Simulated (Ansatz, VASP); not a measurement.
**PbS: VASP beside Ansatz**

```xyz
2
Lattice="0.0000 3.0206 3.0206 2.9650 0.0556 2.9650 2.9650 2.9650 0.0556" Properties=species:S:1:pos:R:3 pbc="T T T"
Pb    0.0000    0.0000    0.0000
S     2.9650    3.0206    3.0206
```

Change from the starting cell: strain +0.0375 x Voigt [0, 0, 0, 1, 0, 0], atoms carried along.

Alike in both runs: task single point; functional LDA; k mesh 10 × 10 × 10; occupations gaussian, width 0.03 eV; no spin polarisation.

```csv
,VASP,Ansatz
version,VASP 6.6.1,Ansatz 0.2.0
potentials or method,"VASP PAW LDA potentials, release 64 (Pb_d, S), cutoff 520 eV","scalar-relativistic, plane waves, PAW"
valence electrons in the cell,20,20
```

```csv
,VASP,Ansatz,Ansatz less VASP
gap on the k mesh at the Fermi level (eV),0.02,0.05,+0.024
least direct gap on the mesh (eV),0.17,0.20,+0.023
pressure (GPa),-2.5,-2.5,-0.04
"traceless stress, the component that is largest in VASP (GPa)",-0.78,-0.79,-0.015
```

LDA's correlation is that of Perdew and Zunger in VASP and of Perdew and Wang (1992) in Ansatz.

Neither program's run includes spin-orbit coupling.
